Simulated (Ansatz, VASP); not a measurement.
**MgO: VASP beside Ansatz**

Contents of INCAR:

```
SYSTEM = MgO
PREC = Accurate ; ENCUT = 600
EDIFF = 1E-6 ; ISMEAR = -1
SIGMA = 0.05 ; LREAL = .False.
LASPH = .True. ; NELM = 120
ALGO = Normal ; ISIF = 2
LWAVE = .False. ; LCHARG = .False.
NBANDS = 11 ; GGA_COMPAT = .False.
```

File KPOINTS:

```
Automatic mesh
0
Gamma
  15 15 15
  0 0 0
```

Contents of POSCAR:

```
MgO
1.0
    0.0000000000      1.9305502649      1.9305502649
    1.9305502649      0.0000000000      1.9305502649
    1.9305502649      1.9305502649      0.0000000000
Mg O
1 1
Direct
    0.0000000000      0.0000000000      0.0000000000
    0.5000000000      0.5000000000      0.5000000000
```

Input for Ansatz:

```yaml
crystal:
  lattice:
    - [0.0, 1.9305502649, 1.9305502649]
    - [1.9305502649, 0.0, 1.9305502649]
    - [1.9305502649, 1.9305502649, 0.0]
  atoms:
    - { symbol: Mg, position: [0.0, 0.0, 0.0] }
    - { symbol: O, position: [0.5, 0.5, 0.5] }
kpoints:
  mp_grid: { grid: [15, 15, 15] }
scf:
  occupations: { method: fermi_dirac, width: 0.05 }
hamiltonian:
  xc: lda
  pseudopotentials: { kind: all_electron, lapw: { basis_error: 0.001 } }
output:
  forces: true
  stress: true
  eigenvalues: true
  populations: true
```

Change from the starting cell: volume scaled by 0.8, LAPW.

Alike in both runs: task single point; functional LDA; k mesh 15 × 15 × 15; occupations fermi-dirac, width 0.05 eV; no spin polarisation.

|  | VASP | Ansatz |
| --- | --- | --- |
| version | VASP 6.6.1 | Ansatz 0.2.0 |
| potentials or method | VASP PAW LDA potentials, release 64 (Mg, O), cutoff 600 eV | all-electron LAPW, scalar-relativistic |

|  | VASP | Ansatz | Ansatz less VASP |
| --- | --- | --- | --- |
| gap on the k mesh at the Fermi level (eV) | 7.66 | 7.65 | -0.014 |
| pressure (GPa) | 59.1 | 61.5 | +2.36 |

LDA's correlation is that of Perdew and Zunger in VASP and of Perdew and Wang (1992) in Ansatz. Both programs put the cell under a high pressure, so it lies far from rest at this level. Ansatz ran all-electron here, and VASP with PAW potentials.
